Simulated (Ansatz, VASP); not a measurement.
## FeO: VASP beside Ansatz

```
CELL_PARAMETERS angstrom
0.00000 2.15540 2.15540
2.15540 0.00000 2.15540
2.15540 2.15540 0.00000
ATOMIC_POSITIONS crystal
Fe 0.00000 0.00000 0.00000
O 0.50000 0.50000 0.50000
```

Alike in both runs: task single point; functional LDA; k mesh 8 × 8 × 8; occupations gaussian, width 0.05 eV; collinear spin; Hubbard terms Fe d U = 5.0 eV, J = 0.9 eV.

|  | VASP | Ansatz |
| --- | --- | --- |
| version | VASP 6.6.1 | Ansatz 0.2.0 |
| potentials or method | VASP PAW LDA potentials, release 64 (Fe, O), cutoff 520 eV | scalar-relativistic, plane waves, PAW |
| valence electrons in the cell | 14 | 22 |

```tsv
	VASP	Ansatz	Ansatz less VASP
pressure (GPa)	-15.7	-4.1	+11.59
net moment per atom (μB)	2.00	2.00	-0.002
size of the moment on the site where the two differ most (μB)	3.79	3.46	-0.324
```

LDA's correlation is that of Perdew and Zunger in VASP and of Perdew and Wang (1992) in Ansatz. Site moments also hang on the region over which each program counts them. The programs project onto different local orbitals, so the same U acts differently, and such runs can settle in different states. VASP's potentials hold 14 valence electrons a cell and Ansatz's 22, so a difference there can come from the potentials and not from the codes. Ansatz's warnings: specified occupation not kept, symmetry narrowed by occupation matrices.
